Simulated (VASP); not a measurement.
# CdC4F6 (P-1) in VASP: single point with PBE+U

Aim: the single point of CdC4F6 with PBE+U.

Everything below comes from runs of VASP 6.6.1. Logs are shortened: lines on timing, memory, paths and dates and some standing lists are left out, and cuts for length are marked.

## (1) The cell of the first run

The typed cell holds 11 atoms: a = 5.015 Å, b = 5.801 Å, c = 6.470 Å, α = 104.57°, β = 109.32°, γ = 107.16°.

## (2) Single point, PBE+U

File INCAR:

```
PREC = Accurate ; ENCUT = 600
EDIFF = 1E-6 ; ISMEAR = 0
SIGMA = 0.066 ; LREAL = F
LASPH = T ; NELM = 200
ALGO = Normal ; ISIF = 2
LWAVE = F ; LCHARG = F
LDAU = T ; LDAUTYPE = 2
LDAUL = -1 1 -1 ; LDAUU = 0 6.7 0
LDAUJ = 0 0 0 ; LDAUPRINT = 1
GGA = PE ; NBANDS = 46
GGA_COMPAT = F
```

File KPOINTS:

```
Automatic mesh
0
Gamma
  4 4 3
  0 0.5 0
```

File POSCAR:

```
CdC4F6
1.0
    5.0150940000      0.0000000000      0.0000000000
   -1.7116390000      5.5431060000      0.0000000000
   -2.1406440000     -2.3645010000      5.6294530000
Cd C F
1 4 6
Direct
    0.0000000000      0.0000000000      0.0000000000
    0.2110000000      0.1310000000      0.8091000000
    0.7890000000      0.8690000000      0.1909000000
    0.1920000000      0.3240000000      0.7372000000
    0.8080000000      0.6760000000      0.2628000000
    0.3881000000      0.0127000000      0.7443000000
    0.6119000000      0.9873000000      0.2557000000
    0.3306000000      0.4104000000      0.6170000000
    0.6694000000      0.5896000000      0.3830000000
    0.0280000000      0.4587000000      0.7829000000
    0.9720000000      0.5413000000      0.2171000000
```

Potentials or basis: VASP PAW PBE potentials, release 64 (Cd, C, F).

Launch:

```sh
$ cat potpaw_PBE.64/Cd/POTCAR potpaw_PBE.64/C/POTCAR potpaw_PBE.64/F/POTCAR > POTCAR
$ mpirun -np 1 vasp_std > vasp.out
```

OUTCAR:

```text
PREC = Accurate
   ENCUT = 600
   EDIFF = 1E-6
   ISMEAR = 0
   LREAL = F
   LASPH = T
   NELM = 200
   ISIF = 2
   GGA = PE

 ion  position               nearest neighbor table
   1  0.000  0.000  0.000-   2 2.02   3 2.02
   2  0.211  0.131  0.809-   4 1.33   6 1.38   1 2.02
   3  0.789  0.869  0.191-   5 1.33   7 1.38   1 2.02
   4  0.192  0.324  0.737-   8 1.30   2 1.33  10 1.34
   5  0.808  0.676  0.263-   9 1.30   3 1.33  11 1.34
   6  0.388  0.013  0.744-   2 1.38
   7  0.612  0.987  0.256-   3 1.38
   8  0.331  0.410  0.617-   4 1.30
   9  0.669  0.590  0.383-   5 1.30
  10  0.028  0.459  0.783-   4 1.34
  11  0.972  0.541  0.217-   5 1.34

  LATTYP: Found a triclinic cell.
 ALAT       =     6.7486345923
 B/A-ratio  =     1.5907816988
 C/A-ratio  =     1.9569070791
 COS(alpha) =     0.0054803930
 COS(beta)  =     0.4557516655
 COS(gamma) =     0.8774352008

  Lattice vectors:

 A1 = (  -2.8744500000,   2.3645010000,  -5.6294530000)
 A2 = (  -4.5860890000,   7.9076070000,  -5.6294530000)
 A3 = (   2.6894720000,  -6.3572100000, -11.2589060000)

Analysis of symmetry for initial positions (statically):
=====================================================================
 Subroutine PRICEL returns:
 Original cell was already a primitive cell.

 Routine SETGRP: Setting up the symmetry group for a
 triclinic supercell.

 Subroutine GETGRP returns: Found  2 space group operations
 (whereof  2 operations were pure point group operations)
 out of a pool of  2 trial point group operations.

The static configuration has the point symmetry S_2 .

Analysis of symmetry for dynamics (positions and initial velocities):
=====================================================================
 Subroutine PRICEL returns:
 Original cell was already a primitive cell.

 Routine SETGRP: Setting up the symmetry group for a
 triclinic supercell.

 Subroutine GETGRP returns: Found  2 space group operations
 (whereof  2 operations were pure point group operations)
 out of a pool of  2 trial point group operations.

The dynamic configuration has the point symmetry S_2 .

 Subroutine INISYM returns: Found  2 space group operations
 (whereof  2 operations are pure point group operations),
 and found     1 'primitive' translations

----------------------------------------------------------------------------------------

                                     Primitive cell

  volume of cell :     156.4943

  direct lattice vectors                    reciprocal lattice vectors
     5.015094000  0.000000000  0.000000000     0.199398057  0.061571525  0.101684158
    -1.711639000  5.543106000  0.000000000     0.000000000  0.180404272  0.075773984
    -2.140644000 -2.364501000  5.629453000     0.000000000  0.000000000  0.177637152

  length of vectors
     5.015094000  5.801356065  6.470236688     0.232142857  0.195671658  0.177637152

  position of ions in fractional coordinates (direct lattice)
     0.000000000  0.000000000  0.000000000
     0.211000000  0.131000000  0.809100000
     0.789000000  0.869000000  0.190900000
     0.192000000  0.324000000  0.737200000
     0.808000000  0.676000000  0.262800000
     0.388100000  0.012700000  0.744300000
     0.611900000  0.987300000  0.255700000
     0.330600000  0.410400000  0.617000000
     0.669400000  0.589600000  0.383000000
     0.028000000  0.458700000  0.782900000
     0.972000000  0.541300000  0.217100000

  ion indices of the primitive-cell ions
   primitive index   ion index
                 1           1
                 2           2
                 3           3
                 4           4
                 5           5
                 6           6
                 7           7
                 8           8
                 9           9
                10          10
                11          11

----------------------------------------------------------------------------------------

 KPOINTS: Automatic mesh

Automatic generation of k-mesh.
 Grid dimensions read from file:
 generate k-points for:    4    4    3

 Generating k-lattice:

  Cartesian coordinates                     Fractional coordinates (reciprocal lattice)
     0.049849514  0.015392881  0.025421039     0.250000000  0.000000000  0.000000000
     0.000000000  0.045101068  0.018943496     0.000000000  0.250000000  0.000000000
     0.000000000  0.000000000  0.059212384     0.000000000  0.000000000  0.333333333

  Length of vectors
     0.058035714  0.048917915  0.059212384

  Shift w.r.t. Gamma in fractional coordinates (k-lattice)
     0.000000000  0.500000000  0.000000000

 Subroutine IBZKPT returns following result:
 ===========================================

 Found     24 irreducible k-points:

 Following reciprocal coordinates:
            Coordinates               Weight
  0.000000  0.125000 -0.000000      2.000000
  0.250000  0.125000 -0.000000      2.000000
  0.500000  0.125000  0.000000      2.000000
 -0.250000  0.125000  0.000000      2.000000
  0.000000  0.375000  0.000000      2.000000
  0.250000  0.375000  0.000000      2.000000
[... 16 lines left out ...]
  0.500000 -0.125000  0.333333      2.000000
 -0.250000 -0.125000  0.333333      2.000000
   k-points           NKPTS =     24   k-points in BZ     NKDIM =     24   number of bands    NBANDS=     46
   number of dos      NEDOS =    301   number of ions     NIONS =     11
   total plane-waves  NPLWV = 103680
   dimension x,y,z NGX =    40 NGY =   48 NGZ =   54
   dimension x,y,z NGXF=    80 NGYF=   96 NGZF=  108
   ions per type =               1   4   6
   NGX,Y,Z   is equivalent  to a cutoff of  13.26, 13.76, 13.87 a.u.
   NGXF,Y,Z  is equivalent  to a cutoff of  26.52, 27.51, 27.75 a.u.
 SYSTEM =  unknown system
   PREC   = accura    normal or accurate (medium, high low for compatibility)
   ISTART =      0    job   : 0-new  1-cont  2-samecut
   ICHARG =      2    charge: 1-file 2-atom 10-const
   ISPIN  =      1    spin polarized calculation?
   LNONCOLLINEAR =      F non collinear calculations
   LSORBIT =      F    spin-orbit coupling
   LASPH  =      T    aspherical Exc in radial PAW
   ENCUT  =  600.0 eV  44.10 Ry    6.64 a.u.  10.02 11.59 12.92*2*pi/ulx,y,z
   NELM   =    200;   NELMIN=  2; NELMDL= -5     # of ELM steps
   EDIFF  = 0.1E-05   stopping-criterion for ELM
   LREAL  =      F    real-space projection
   EDIFFG = 0.1E-04   stopping-criterion for IOM
   NSW    =      0    number of steps for IOM
   IBRION =     -1    ionic relax: 0-MD 1-quasi-New 2-CG
   NFREE  =      0    steps in history (QN), initial steepest desc. (CG)
   ISIF   =      2    stress and relaxation
   ISYM   =      2    0-nonsym 1-usesym 2-fastsym
   POTIM  = 0.5000    time-step for ionic-motion
   TEBEG  =    0.0;   TEEND  =   0.0 temperature during run
   PSTRESS=    0.0 pullay stress
   NELECT =      70.0000    total number of electrons
   NUPDOWN=      -1.0000    fix difference up-down
   EMIN   =  10.00;   EMAX   =-10.00  energy-range for DOS
   EFERMI =   0.00;   METHOD = LEGACY
   ISMEAR =     0;   SIGMA  =   0.07  broadening in eV -4-tet -1-fermi 0-gaus
   EFERMI_NEDOS =   21; number of points for ismear=-14 and -15
   IALGO  =     38    algorithm
   IMIX   =      4    mixing-type and parameters
     AMIX     =   0.40;   BMIX     =  1.00
     AMIX_MAG =   1.60;   BMIX_MAG =  1.00
  volume/ion in A,a.u.               =      14.23        96.01
  Fermi-wavevector in a.u.,A,eV,Ry     =   1.252011  2.365957 21.327550  1.567531
  Thomas-Fermi vector in A             =   2.385931
   LORBIT       =      0    0 simple, 1 ext, 2 COOP (PROOUT), +10 PAW based schemes
 LDA+U is selected, type is set to LDAUTYPE =  2
   angular momentum for each species LDAUL =    -1    1   -1
   U (eV)           for each species LDAUU =   0.0  6.7  0.0
   J (eV)           for each species LDAUJ =   0.0  0.0  0.0
   GGA     = PE    functional components
   LHFCALC =     F    Hartree Fock is set to
   AEXX    =    0.0000 exact exchange contribution
   IVDW    =     0    specifies the selected vdW correction
   LEPSILON=     F    determine dielectric tensor
   LRPA    =     F    only Hartree local field effects (RPA)
 non-spin polarized calculation
 Gauss-broadening in eV      SIGMA  =   0.07
  energy-cutoff  :      600.00
  volume of cell :      156.49
 maximum number of plane-waves:      5242
   NGX = 21   NGY = 23   NGZ = 25

 number of electron      70.0000010 magnetization

 Free energy of the ion-electron system (eV)
  ---------------------------------------------------
  ext. energy  EPLUGINS =         0.00000000
  ---------------------------------------------------
  free energy    TOTEN  =       -40.85642556 eV

  energy without entropy =      -40.85642556  energy(sigma->0) =      -40.85642556

 E-fermi :   0.3191     XC(G=0):  -8.4935

 val. band max:        0.0258381852   @ k =   0.2500   0.3750   0.3333
 cond. band min:       3.5006026944   @ k =   0.5000   0.3750   0.3333
 fundamental gap:      3.4747645091
 Fermi energy:         0.3191120484

 k-point     1 :       0.0000    0.1250   -0.0000
  band No.  band energies     occupation
      1     -27.5218      2.00000
      2     -27.4413      2.00000
      3     -25.7092      2.00000
      4     -25.6852      2.00000
      5     -25.2586      2.00000
      6     -25.2153      2.00000
[... 38 lines left out ...]
     45       9.7132      0.00000
     46      10.4260      0.00000

 k-point     2 :       0.2500    0.1250   -0.0000
  band No.  band energies     occupation
      1     -27.5025      2.00000
      2     -27.4484      2.00000
      3     -25.7164      2.00000
      4     -25.6981      2.00000
      5     -25.2553      2.00000
      6     -25.2161      2.00000
[... 1070 lines left out ...]
 k-point    24 :      -0.2500   -0.1250    0.3333
  band No.  band energies     occupation
      1     -27.4941      2.00000
      2     -27.4572      2.00000
      3     -25.7316      2.00000
      4     -25.6827      2.00000
      5     -25.2519      2.00000
      6     -25.2191      2.00000
[... 38 lines left out ...]
     45       9.6018      0.00000
     46      10.3090      0.00000

------------------------ aborting loop because EDIFF is reached ----------------------------------------

  FORCE on cell =-STRESS in cart. coord.  units (eV):
  Direction    XX          YY          ZZ          XY          YZ          ZX
  --------------------------------------------------------------------------------------
  -------------------------------------------------------------------------------------
  Total       12.9569609     13.6710631      6.9847663      2.1833627     -6.2486668     -6.5848102
  in kB      132.6524488    139.9633770     71.5095434     22.3531125    -63.9734084    -67.4148207
  external PRESSURE =     114.7084564 kB  Pullay stress =       0.0000000 kB

 VOLUME and BASIS-vectors are now :
 -----------------------------------------------------------------------------
  energy-cutoff  :      600.00
  volume of cell :      156.49
      direct lattice vectors                 reciprocal lattice vectors
     5.015094000  0.000000000  0.000000000     0.199398057  0.061571525  0.101684158
    -1.711639000  5.543106000  0.000000000     0.000000000  0.180404272  0.075773984
    -2.140644000 -2.364501000  5.629453000     0.000000000  0.000000000  0.177637152

 POSITION                                       TOTAL-FORCE (eV/Angst)
 -----------------------------------------------------------------------------------
      0.00000      0.00000      0.00000         0.000000     -0.000000      0.000000
     -0.89803     -1.18697      4.55479        -0.720345     -1.087707      0.794074
      2.06085      4.36558      1.07466         0.720345      1.087707     -0.794074
     -1.16976      0.05286      4.15003        -0.569687     -0.056613      0.346810
      2.33257      3.12575      1.47942         0.569687      0.056613     -0.346810
      0.33134     -1.68950      4.19000         1.719501     -0.438910     -0.564066
      0.83147      4.86811      1.43945        -1.719501      0.438910      0.564066
     -0.36524      0.81599      3.47337         1.872395      2.021581     -1.703624
      1.52805      2.36261      2.15608        -1.872395     -2.021581      1.703624
     -2.32062      0.69145      4.40730        -1.253795      0.554056      0.306501
      3.48343      2.48715      1.22215         1.253795     -0.554056     -0.306501
 -----------------------------------------------------------------------------------
    total drift:                                0.000000      0.000000     -0.000000

  FREE ENERGIE OF THE ION-ELECTRON SYSTEM (eV)
  ---------------------------------------------------
  free  energy   TOTEN  =       -40.8564255630 eV

  energy  without entropy=      -40.8564255630  energy(sigma->0) =      -40.85642556
```

It took 2.5 min on 1 thread of Intel Xeon Platinum 8559C (Emerald Rapids), shared host; peak memory 0.42 GiB.

What came out:

```yaml
Free_energy: -40.8564 eV
Pressure: 11.5 GPa
Largest_force: 3.240 eV/Å
Band_gap_on_the_k_mesh: 3.47 eV (least direct gap 3.69 eV)
```

Forces in eV/Å, atoms in the order of the input:
```
Cd   0.000  0.000  0.000
C   -0.720 -1.088  0.794
C    0.720  1.088 -0.794
C   -0.570 -0.057  0.347
C    0.570  0.057 -0.347
F    1.720 -0.439 -0.564
F   -1.720  0.439  0.564
F    1.872  2.022 -1.704
F   -1.872 -2.022  1.704
F   -1.254  0.554  0.307
F    1.254 -0.554 -0.307
```

Levels at points of the mesh, in eV from the valence-band top:
```tsv
k point	band 31	band 32	band 33	band 34	band 35	band 36	band 37	band 38	band 39	band 40
(0.00, 0.12, 0.00)	-4.70	-2.46	-1.92	-0.54	-0.31	4.23	4.65	5.16	5.77	6.27
```

Caveat: the stress differs along the axes, from 7 to 14 GPa; a shifted mesh leaves out Γ, where band edges can lie; forces of over 1 eV/Å act on the atoms, so gaps and moduli don't describe the material at rest. A k mesh can miss the band edges.
